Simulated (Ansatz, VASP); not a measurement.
# Fe in VASP and in Ansatz

```xyz
1
Lattice="-1.3498 1.3498 1.3498 1.3498 -1.3498 1.3498 1.3498 1.3498 -1.3498" Properties=species:S:1:pos:R:3 pbc="T T T"
Fe    0.0000    0.0000    0.0000
```

Alike in both runs: task single point; functional LDA; k mesh 16 × 16 × 16; occupations fermi-dirac, width 1 eV; no spin polarisation.

```csv
,VASP,Ansatz
version,VASP 6.6.1,Ansatz 0.2.0
potentials or method,"VASP PAW LDA potentials, release 64 (Fe), cutoff 600 eV","plane waves (420 eV) with PAW, scalar-relativistic"
valence electrons in the cell,8,16
```

VASP gave:

| Quantity | Value |
| --- | --- |
| pressure (GPa) | 35.8 |

Task: Estimate Ansatz's values.

Result: Pressure (GPa): 35.7.

Ansatz warns that its potentials were made for another functional, while VASP's fit it. LDA's correlation is that of Perdew and Zunger in VASP and of Perdew and Wang (1992) in Ansatz. Both programs put the cell under a high pressure, so it lies far from rest at this level. VASP's potentials hold 8 valence electrons a cell and Ansatz's 16, so a difference there can come from the potentials and not from the codes.
